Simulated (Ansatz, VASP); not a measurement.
# InAs: VASP beside Ansatz

```
In As
1.0
     3.01800    3.01800    0.00000
    -3.01800    3.01800    0.00000
     0.00000    3.01800    3.01800
In As
1 1
Direct
  0.00000 0.00000 0.00000
  0.75000 0.25000 0.50000
```

Alike in both runs: task relaxation of cell and atoms; functional PBEsol; k mesh 12 × 12 × 12; occupations fermi-dirac, width 0.08 eV; no spin polarisation.

```csv
,VASP,Ansatz
version,VASP 6.6.1,Ansatz 0.2.0
potentials or method,"VASP PAW PBE potentials, release 64 (In_d, As)","PAW with Ansatz's default frozen-core files, scalar-relativistic"
plane-wave cutoff (eV),500,420
valence electrons in the cell,18,28
```

Ansatz gave:

```
relaxed volume (Å³/atom)                                                      : 28.20
relaxed length of the cell vector where the two differ most in proportion (Å) : 4.305
```

**Question.** Which values does VASP return?

**Answer.** Relaxed volume (Å³/atom): 28.24; relaxed length of the cell vector where the two differ most in proportion (Å): 4.307.

VASP's potentials were made for PBE, not for PBEsol. VASP's potentials hold 18 valence electrons a cell and Ansatz's 28, so a difference there can come from the potentials and not from the codes.
